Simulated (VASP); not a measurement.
Here is a VASP 6.6.1 calculation.

File INCAR:

```
PREC     = Accurate       # precision mode
ENCUT    = 520            # plane-wave cutoff, eV
EDIFF    = 1E-6           # SCF threshold, eV
ISMEAR   = 0              # smearing method
SIGMA    = 0.1            # smearing width, eV
LREAL    = F              # projectors in reciprocal space
LASPH    = T              # aspherical terms in the spheres
NELM     = 80             # most SCF steps
ALGO     = Normal         # electronic algorithm
ISIF     = 2              # what is computed and relaxed
LWAVE    = F              # write WAVECAR
LCHARG   = T              # write CHGCAR
GGA      = PE             # functional
LELF     = T              # ELF
LVHAR    = T            
NBANDS   = 46             # bands
```

The input KPOINTS:

```
Automatic mesh
0
Gamma
  4 4 2
```

Contents of POSCAR:

```
Cd3HgSe4
1.0
    4.4121590515      0.0000000000      0.0000000000
    0.0000000000      4.4121590515      0.0000000000
    0.0000000000      0.0000000000     12.3792162077
Cd Hg Se
3 1 4
Direct
    0.0000000000      0.0000000000      0.7485320567
    0.0000000000      0.0000000000      0.2514679433
    0.5000000000      0.5000000000      0.5000000000
    0.5000000000      0.5000000000      0.0000000000
    0.5000000000      0.0000000000      0.8723719373
    0.0000000000      0.5000000000      0.1276280627
    0.5000000000      0.0000000000      0.3757509559
    0.0000000000      0.5000000000      0.6242490441
```

Potentials or basis: VASP PAW PBE potentials, release 64 (Cd, Hg, Se).

Launch:

```sh
$ cat potpaw_PBE.64/Cd/POTCAR potpaw_PBE.64/Hg/POTCAR potpaw_PBE.64/Se/POTCAR > POTCAR
$ mpirun -np 1 vasp_std > vasp.out
```

Q: What does it give for the pressure?

A: 0.1 GPa.

Q: What does it give for the largest force?

A: 0.014 eV/Å.

Q: Predict the band gap on the k mesh.

A: 0.07 eV.

Forces in eV/Å, atoms in the order of the input:
```
Cd   0.000  0.000 -0.004
Cd   0.000  0.000  0.004
Cd   0.000  0.000  0.000
Hg   0.000  0.000  0.000
Se   0.000  0.000  0.014
Se   0.000  0.000 -0.014
Se   0.000  0.000  0.000
Se   0.000  0.000  0.000
```

Caveat: spin-orbit coupling is left out, which moves the levels of the heavy elements.
